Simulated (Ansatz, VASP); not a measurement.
**Rh: VASP beside Ansatz**

Contents of INCAR:

```
  ALGO = Normal
  EDIFF = 1E-6
  ENCUT = 520
  GGA = RE
  ISIF = 2
  ISMEAR = -1
  LASPH = T
  LCHARG = F
  LREAL = F
  LWAVE = F
  NBANDS = 38
  NELM = 80
  PREC = Accurate
  SIGMA = 0.1
```

File KPOINTS:

```
k-points
0
Gamma
  15 15 4
```

File POSCAR:

```
Rh
1.0
    2.7603808683      0.0000000000      0.0000000000
   -1.3801904341      2.3905599561      0.0000000000
    0.0000000000      0.0000000000      9.0018682070
Rh
4
Direct
    0.0000000000      0.0000000000      0.0000000000
    1.0000000000      0.0000000000      0.5000000000
    0.3333333333      0.6666666667      0.2500000000
    0.6666666667      0.3333333333      0.7500000000
```

Input for Ansatz:

```yaml
crystal:
  lattice:
    - [2.7603808683, 0.0, 0.0]
    - [-1.3801904341, 2.3905599561, 0.0]
    - [0.0, 0.0, 9.001868207]
  atoms:
    - { symbol: Rh, position: [0.0, 0.0, 0.0] }
    - { symbol: Rh, position: [1.0, 0.0, 0.5] }
    - { symbol: Rh, position: [0.3333333333, 0.6666666667, 0.25] }
    - { symbol: Rh, position: [0.6666666667, 0.3333333333, 0.75] }
hamiltonian:
  xc: revpbe
  pseudopotentials:
    kind: paw
    azcp:
      Rh: "pseudopotentials/Rh.paw.azcp"
basis:
  ecutwfc: 420
  fft_grid_basis: typed
kpoints:
  mp_grid: { grid: [15, 15, 4], shift: [0, 0, 0] }
magnetization:
  spin_polarized: false
scf:
  occupations: { method: fermi_dirac, width: 0.1 }
  lower_state_search: "off"
output:
  stress: true
```

Alike in both runs: task single point; functional revPBE; k mesh 15 × 15 × 4; occupations fermi-dirac, width 0.1 eV; no spin polarisation.

|  | VASP | Ansatz |
| --- | --- | --- |
| version | VASP 6.6.1 | Ansatz 0.2.0 |
| potentials or method | VASP PAW PBE potentials, release 64 (Rh_pv), cutoff 520 eV | plane waves (420 eV) with PAW, scalar-relativistic |
| valence electrons in the cell | 60 | 68 |

|  | VASP | Ansatz | Ansatz less VASP |
| --- | --- | --- | --- |
| pressure (GPa) | -8.4 | -8.5 | -0.10 |
| traceless stress, the component that is largest in VASP (GPa) | -0.07 | -0.08 | -0.005 |

VASP's potentials were made for PBE, not for revPBE. The functional is the same, so the differences come from potentials, cutoffs and numerics. VASP's potentials hold 60 valence electrons a cell and Ansatz's 68, so a difference there can come from the potentials and not from the codes.
